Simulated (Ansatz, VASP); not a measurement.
# Two plane-wave programs on Rh

```
CELL_PARAMETERS angstrom
0.00000 1.87220 1.87220
1.87220 0.00000 1.87220
1.87220 1.87220 0.00000
ATOMIC_POSITIONS crystal
Rh 0.00000 0.00000 0.00000
```

Alike in both runs: task single point; functional HSE06; k mesh 8 × 8 × 8; occupations fermi-dirac, width 0.05 eV; no spin polarisation.

|  | VASP | Ansatz |
| --- | --- | --- |
| version | VASP 6.6.1 | Ansatz 0.2.0 |
| potentials or method | VASP PAW PBE potentials, release 64 (Rh_pv) | Ansatz PAW |
| plane-wave cutoff (eV) | 520 | 420 |
| valence electrons in the cell | 15 | 17 |

|  | VASP | Ansatz | Ansatz less VASP |
| --- | --- | --- | --- |
| gap on the k mesh at the Fermi level (eV) | none | none | - |
| pressure (GPa) | 10.2 | 9.4 | -0.84 |

A gap of «none» marks a metal or a gap that the smearing closes. The functional is the same, so the differences come from potentials, cutoffs and numerics. VASP's potentials hold 15 valence electrons a cell and Ansatz's 17, so a difference there can come from the potentials and not from the codes.

The k mesh is coarse, so the values compare programs but aren't converged.
